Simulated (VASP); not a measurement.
# GaS5 (F-43m) in VASP: notebook, part 2 of 2

VASP 6.6.1. The steps go on from the part before.

### 5 Relaxation of cell and atoms, PBE

Input file INCAR:

```
  ALGO = Normal
  EDIFF = 1E-6
  EDIFFG = -0.01
  ENCUT = 600
  GGA = PE
  IBRION = 2
  ISIF = 3
  ISMEAR = 0
  LASPH = True
  LCHARG = False
  LREAL = False
  LWAVE = False
  NELM = 100
  NSW = 100
  PREC = Accurate
  SIGMA = 0.1
```

Input file KPOINTS:

```
k-points
0
Gamma
  8 8 8
```

Input file POSCAR:

```
GaS5
1.0
    0.0000000000      3.8671303259      3.8671303259
    3.8671303259      0.0000000000      3.8671303259
    3.8671303259      3.8671303259      0.0000000000
Ga S
1 5
Direct
    0.0000000000      0.0000000000      0.0000000000
    0.7500000000      0.7500000000      0.7500000000
    0.3916849171      0.3916849171      0.8249452488
    0.3916849171      0.8249452488      0.3916849171
    0.3916849171      0.3916849171      0.3916849171
    0.8249452488      0.3916849171      0.3916849171
```

Potentials or basis: VASP PAW PBE potentials, release 64 (Ga_d, S).

Run with:

```console
cat potpaw_PBE.64/Ga_d/POTCAR potpaw_PBE.64/S/POTCAR > POTCAR
mpirun -np 1 vasp_std > vasp.out
```

OUTCAR:

```text
EDIFF = 1E-6
   EDIFFG = -0.01
   ENCUT = 600
   GGA = PE
   IBRION = 2
   ISIF = 3
   ISMEAR = 0
   LASPH = True
   LREAL = False
   NELM = 100
   NSW = 100
   PREC = Accurate

 ion  position               nearest neighbor table
   1  0.000  0.000  0.000-
   2  0.750  0.750  0.750-
   3  0.392  0.392  0.825-   4 2.37   5 2.37   6 2.37
   4  0.392  0.825  0.392-   3 2.37   5 2.37   6 2.37
   5  0.392  0.392  0.392-   3 2.37   4 2.37   6 2.37
   6  0.825  0.392  0.392-   3 2.37   4 2.37   5 2.37

  LATTYP: Found a face centered cubic cell.
 ALAT       =     7.7342606518

  Lattice vectors:

 A1 = (   0.0000000000,   3.8671303259,   3.8671303259)
 A2 = (   3.8671303259,   0.0000000000,   3.8671303259)
 A3 = (   3.8671303259,   3.8671303259,   0.0000000000)

Analysis of symmetry for initial positions (statically):
=====================================================================
 Subroutine PRICEL returns:
 Original cell was already a primitive cell.

 Routine SETGRP: Setting up the symmetry group for a
 face centered cubic supercell.

 Subroutine GETGRP returns: Found 24 space group operations
 (whereof 24 operations were pure point group operations)
 out of a pool of 48 trial point group operations.

The static configuration has the point symmetry T_d .

Analysis of symmetry for dynamics (positions and initial velocities):
=====================================================================
 Subroutine PRICEL returns:
 Original cell was already a primitive cell.

 Routine SETGRP: Setting up the symmetry group for a
 face centered cubic supercell.

 Subroutine GETGRP returns: Found 24 space group operations
 (whereof 24 operations were pure point group operations)
 out of a pool of 48 trial point group operations.

The dynamic configuration has the point symmetry T_d .

 Subroutine INISYM returns: Found 24 space group operations
 (whereof 24 operations are pure point group operations),
 and found     1 'primitive' translations

----------------------------------------------------------------------------------------

                                     Primitive cell

  volume of cell :     115.6635

  direct lattice vectors                    reciprocal lattice vectors
     0.000000000  3.867130326  3.867130326    -0.129294841  0.129294841  0.129294841
     3.867130326  0.000000000  3.867130326     0.129294841 -0.129294841  0.129294841
     3.867130326  3.867130326  0.000000000     0.129294841  0.129294841 -0.129294841

  length of vectors
     5.468948154  5.468948154  5.468948154     0.223945233  0.223945233  0.223945233

  position of ions in fractional coordinates (direct lattice)
     0.000000000  0.000000000  0.000000000
     0.750000000  0.750000000  0.750000000
     0.391684917  0.391684917  0.824945249
     0.391684917  0.824945249  0.391684917
     0.391684917  0.391684917  0.391684917
     0.824945249  0.391684917  0.391684917

  ion indices of the primitive-cell ions
   primitive index   ion index
                 1           1
                 2           2
                 3           3
                 4           4
[... 35 lines left out ...]
  0.500000  0.000000  0.000000      4.000000
  0.125000  0.125000  0.000000      6.000000
[... 16 lines left out ...]
  0.500000  0.250000  0.125000     48.000000
 -0.375000  0.250000  0.125000     24.000000
 [... further k-points ...]
   k-points           NKPTS =     29   k-points in BZ     NKDIM =     29   number of bands    NBANDS=     25
   number of dos      NEDOS =    301   number of ions     NIONS =      6
   total plane-waves  NPLWV = 110592
   dimension x,y,z NGX =    48 NGY =   48 NGZ =   48
   dimension x,y,z NGXF=    96 NGYF=   96 NGZF=   96
   ions per type =               1   5
   NGX,Y,Z   is equivalent  to a cutoff of  14.59, 14.59, 14.59 a.u.
   NGXF,Y,Z  is equivalent  to a cutoff of  29.18, 29.18, 29.18 a.u.
 SYSTEM =  unknown system
   PREC   = accura    normal or accurate (medium, high low for compatibility)
   ISTART =      0    job   : 0-new  1-cont  2-samecut
   ICHARG =      2    charge: 1-file 2-atom 10-const
   ISPIN  =      1    spin polarized calculation?
   LNONCOLLINEAR =      F non collinear calculations
   LSORBIT =      F    spin-orbit coupling
   LASPH  =      T    aspherical Exc in radial PAW
   ENCUT  =  600.0 eV  44.10 Ry    6.64 a.u.  10.92 10.92 10.92*2*pi/ulx,y,z
   NELM   =    100;   NELMIN=  2; NELMDL= -5     # of ELM steps
   EDIFF  = 0.1E-05   stopping-criterion for ELM
   LREAL  =      F    real-space projection
   EDIFFG = -.1E-01   stopping-criterion for IOM
   NSW    =    100    number of steps for IOM
   IBRION =      2    ionic relax: 0-MD 1-quasi-New 2-CG
   NFREE  =      1    steps in history (QN), initial steepest desc. (CG)
   ISIF   =      3    stress and relaxation
   ISYM   =      2    0-nonsym 1-usesym 2-fastsym
   POTIM  = 0.5000    time-step for ionic-motion
   TEBEG  =    0.0;   TEEND  =   0.0 temperature during run
   PSTRESS=    0.0 pullay stress
   NELECT =      43.0000    total number of electrons
   NUPDOWN=      -1.0000    fix difference up-down
   EMIN   =  10.00;   EMAX   =-10.00  energy-range for DOS
   EFERMI =   0.00;   METHOD = LEGACY
   ISMEAR =     0;   SIGMA  =   0.10  broadening in eV -4-tet -1-fermi 0-gaus
   EFERMI_NEDOS =   21; number of points for ismear=-14 and -15
   IALGO  =     38    algorithm
   IMIX   =      4    mixing-type and parameters
     AMIX     =   0.40;   BMIX     =  1.00
     AMIX_MAG =   1.60;   BMIX_MAG =  1.00
  volume/ion in A,a.u.               =      19.28       130.09
  Fermi-wavevector in a.u.,A,eV,Ry     =   1.177151  2.224493 18.853382  1.385684
  Thomas-Fermi vector in A             =   2.313503
   LORBIT       =      0    0 simple, 1 ext, 2 COOP (PROOUT), +10 PAW based schemes
   GGA     = PE    functional components
   LHFCALC =     F    Hartree Fock is set to
   AEXX    =    0.0000 exact exchange contribution
   IVDW    =     0    specifies the selected vdW correction
   LEPSILON=     F    determine dielectric tensor
   LRPA    =     F    only Hartree local field effects (RPA)
 conjugate gradient relaxation of ions
 non-spin polarized calculation
 Gauss-broadening in eV      SIGMA  =   0.10
  energy-cutoff  :      600.00
  volume of cell :      115.66
 maximum number of plane-waves:      3895
 NGX is ok and might be reduce to    48
   NGX = 21   NGY = 21   NGZ = 21

--------------------------------------- Ionic step        1  -------------------------------------------

 number of electron      43.0000003 magnetization

 Free energy of the ion-electron system (eV)
  ---------------------------------------------------
  ext. energy  EPLUGINS =         0.00000000
  ---------------------------------------------------
  free energy    TOTEN  =       -18.06114138 eV

  energy without entropy =      -18.02801260  energy(sigma->0) =      -18.04457699

------------------------ aborting loop because EDIFF is reached ----------------------------------------

  FORCE on cell =-STRESS in cart. coord.  units (eV):
  Direction    XX          YY          ZZ          XY          YZ          ZX
  --------------------------------------------------------------------------------------
  -------------------------------------------------------------------------------------
  Total       -0.5562069     -0.5562069     -0.5562069      0.0000000     -0.0000000      0.0000000
  in kB       -7.7046080     -7.7046080     -7.7046080      0.0000000     -0.0000000      0.0000000
  external PRESSURE =      -7.7046080 kB  Pullay stress =       0.0000000 kB
[... 147 lines left out ...]
--------------------------------------- Ionic step        5  -------------------------------------------

 number of electron      43.0000001 magnetization

 Free energy of the ion-electron system (eV)
  ---------------------------------------------------
  ext. energy  EPLUGINS =         0.00000000
  ---------------------------------------------------
  free energy    TOTEN  =       -18.07940285 eV

  energy without entropy =      -18.04588255  energy(sigma->0) =      -18.06264270

 E-fermi :   5.7332     XC(G=0): -10.3687

 val. band max:        5.7276658267   @ k =   0.5000   0.2500   0.1250
 cond. band min:       5.7374781818   @ k =   0.2500   0.2500   0.0000
 fundamental gap:      0.0098123551
 Fermi energy:         5.7331949717

 k-point     1 :       0.0000    0.0000    0.0000
  band No.  band energies     occupation
      1     -11.4586      2.00000
      2      -8.7497      2.00000
      3      -8.7497      2.00000
      4      -8.7475      2.00000
      5      -8.7475      2.00000
      6      -8.7475      2.00000
[... 661 lines left out ...]
     24       6.4437      0.00000
     25       7.0463      0.00000

 [... further k-points ...]

------------------------ aborting loop because EDIFF is reached ----------------------------------------

  FORCE on cell =-STRESS in cart. coord.  units (eV):
  Direction    XX          YY          ZZ          XY          YZ          ZX
  --------------------------------------------------------------------------------------
  -------------------------------------------------------------------------------------
  Total       -0.0489926     -0.0489926     -0.0489926     -0.0000000      0.0000000     -0.0000000
  in kB       -0.7000505     -0.7000505     -0.7000505     -0.0000000      0.0000000     -0.0000000
  external PRESSURE =      -0.7000505 kB  Pullay stress =       0.0000000 kB
[... 21 lines left out ...]
  FREE ENERGIE OF THE ION-ELECTRON SYSTEM (eV)
  ---------------------------------------------------
  free  energy   TOTEN  =       -18.0794028467 eV

  energy  without entropy=      -18.0458825468  energy(sigma->0) =      -18.06264270

 reached required accuracy - stopping structural energy minimisation
```

OSZICAR:

```text
N       E                     dE             d eps       ncg     rms          rms(c)
DAV:   1     0.390395054448E+03    0.39040E+03   -0.20948E+04  1509   0.213E+03
DAV:   2     0.327189183746E+02   -0.35768E+03   -0.35249E+03  1650   0.487E+02
DAV:   3    -0.158091620335E+02   -0.48528E+02   -0.47521E+02  1846   0.142E+02
[... 46 lines left out ...]
DAV:   1    -0.180793845870E+02    0.23772E-05   -0.34325E-03  1835   0.297E-01    0.783E-02
DAV:   2    -0.180794091845E+02   -0.24597E-04   -0.41073E-04  1857   0.101E-01    0.233E-02
DAV:   3    -0.180794048284E+02    0.43561E-05   -0.87739E-05  1823   0.354E-02    0.115E-02
DAV:   4    -0.180794028160E+02    0.20124E-05   -0.13089E-05  1480   0.145E-02    0.614E-03
DAV:   5    -0.180794028467E+02   -0.30702E-07   -0.12647E-06   779   0.659E-03
   5 F= -.18079403E+02 E0= -.18062643E+02  d E =-.254941E-02
```

Wall time 3.4 min (1 thread of Intel Xeon 6975P-C (Granite Rapids), shared host); peak memory 0.38 GiB.

Results:

```
Free energy                            : -18.0794 eV
Relaxed volume                         : 18.69 Å³/atom
Relaxed cell                           : a = 5.413 Å, b = 5.413 Å, c = 5.413 Å, α = 60.00°, β = 60.00°, γ = 60.00°
Space group after relaxing (to 0.05 Å) : F-43m (No. 216)
Energy gained by relaxing              : 3.0 meV/atom
Ionic steps                            : 5
Pressure after relaxing                : -0.1 GPa
```

Forces in eV/Å, atoms in the order of the input:
```
Ga   0.000  0.000  0.000
S    0.000  0.000  0.000
S    0.002  0.002 -0.002
S    0.002 -0.002  0.002
S   -0.002 -0.002 -0.002
S   -0.002  0.002  0.002
```

The path:
```
step  energy change (eV)  largest force (eV/Å)  pressure (GPa)  volume (Å³)
   1              0.0000                0.1533           -0.77       115.66
   2             -0.0098                0.1418           -0.35       114.12
   3             -0.0157                0.1246            0.32       111.93
   4             -0.0182                0.0072           -0.11       112.14
   5             -0.0183                0.0026           -0.07       112.13
```

Final structure:
```
CELL_PARAMETERS angstrom
0.00000 3.82731 3.82731
3.82731 0.00000 3.82731
3.82731 3.82731 0.00000
ATOMIC_POSITIONS crystal
Ga 0.00000 0.00000 0.00000
S 0.75000 0.75000 0.75000
S 0.38961 0.38961 0.83117
S 0.38961 0.83117 0.38961
S 0.38961 0.38961 0.38961
S 0.83117 0.38961 0.38961
```

### 6 The runs side by side

| task | cell | k mesh | cutoff (eV) | gap on the mesh (eV) | pressure (GPa) | relaxed volume (Å³/atom) | largest force (eV/Å) |
| --- | --- | --- | --- | --- | --- | --- | --- |
| single point | a = 5.469 Å, angles 60.0°, 6 atoms | 4 × 4 × 4 | 520 | none | -0.2 | - | 0.14 |
| relaxation of cell and atoms | relaxed from a = 5.656 Å, angles 60.0°, 6 atoms | 4 × 4 × 4 | 600 | none | -0.1 | 19.34 | 0.01 |
| single point | a = 5.408 Å, angles 60.0°, 6 atoms | 8 × 8 × 8 | 520 | none | -0.2 | - | 0.06 |
| relaxation of cell and atoms | relaxed from a = 5.469 Å, angles 60.0°, 6 atoms | 8 × 8 × 8 | 600 | none | -0.1 | 18.69 | - |

Alike in all rows: level PBE; potentials or basis VASP PAW PBE potentials, release 64 (Ga_d, S); no spin polarisation; smearing gaussian 0.1 eV.

Absolute energies hang on the potentials; compare differences alone.
